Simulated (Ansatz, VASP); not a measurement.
## Two plane-wave programs on In3Se

```xyz
4
Lattice="4.7008 0.0000 0.0000 0.0000 4.7008 0.0000 0.0000 0.0000 4.7008" Properties=species:S:1:pos:R:3 pbc="T T T"
In    0.0000    2.3504    2.3504
In    2.3504    0.0000    2.3504
In    2.3504    2.3504    0.0000
Se    0.0000    0.0000    0.0000
```

Alike in both runs: functional PBE; dispersion D3(BJ); k mesh 10 × 10 × 10; occupations gaussian, width 0.1 eV; no spin polarisation.

Ansatz relaxed the structure, and its values are those at the end. VASP's run is a single point on that final structure, the one shown.

|  | VASP | Ansatz |
| --- | --- | --- |
| version | VASP 6.6.1 | Ansatz 0.2.0 |
| potentials or method | VASP PAW PBE potentials, release 64 (In_d, Se), cutoff 520 eV | scalar-relativistic, plane waves, PAW |
| valence electrons in the cell | 45 | 55 |

```csv
,VASP,Ansatz,Ansatz less VASP
gap on the k mesh at the Fermi level (eV),none,none,-
pressure (GPa),0.0,0.0,+0.01
```

A gap of «none» marks a metal or a gap that the smearing closes. VASP's potentials hold 45 valence electrons a cell and Ansatz's 55, so a difference there can come from the potentials and not from the codes.
